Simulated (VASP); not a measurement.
A run of VASP 6.6.1 is set up as follows.

Contents of INCAR:

```
  PREC = Accurate
  ENCUT = 520
  EDIFF = 1E-7
  ISMEAR = -1
  SIGMA = 0.05
  LREAL = False
  LASPH = True
  NELM = 150
  ALGO = Normal
  ISIF = 2
  LWAVE = False
  LCHARG = False
  ISPIN = 2
  MAGMOM = 1 1 0 0.6 0
  LORBIT = 11
  LMAXMIX = 4
  GGA = RE
  NBANDS = 40
```

The input KPOINTS:

```
Automatic mesh
0
Gamma
  8 8 2
```

POSCAR

```
NiMoIrPdW
1.0
    2.7725894972      0.0000000000      0.0000000000
   -1.3862947486      2.4011329389      0.0000000000
    0.0000000000      0.0000000000     11.3703334292
Ni Mo Pd Ir W
1 1 1 1 1
Direct
    0.0000000000      0.0000000000      0.7092892813
    0.6666666667      0.3333333333      0.2950646181
    0.6666666667      0.3333333333      0.8990235659
    0.0000000000      0.0000000000      0.1051892500
    0.6666666667      0.3333333333      0.5291132847
```

Potentials or basis: VASP PAW PBE potentials, release 64 (Ni, Mo_sv, Pd, Ir, W_sv).

The run is started by

```bash
$ cat potpaw_PBE.64/Ni/POTCAR potpaw_PBE.64/Mo_sv/POTCAR potpaw_PBE.64/Pd/POTCAR potpaw_PBE.64/Ir/POTCAR potpaw_PBE.64/W_sv/POTCAR > POTCAR
$ mpirun -np 1 vasp_std > vasp.out
```

(1) Predict the pressure.

(2) What does it give for the net moment?

(3) What does it give for the largest force?

## Answers

(1) 0.4 GPa.

(2) 0.00 μB per cell.

(3) 0.028 eV/Å.

Caveat: the PAW data sets were made with another functional, which shifts forces and pressure a little.
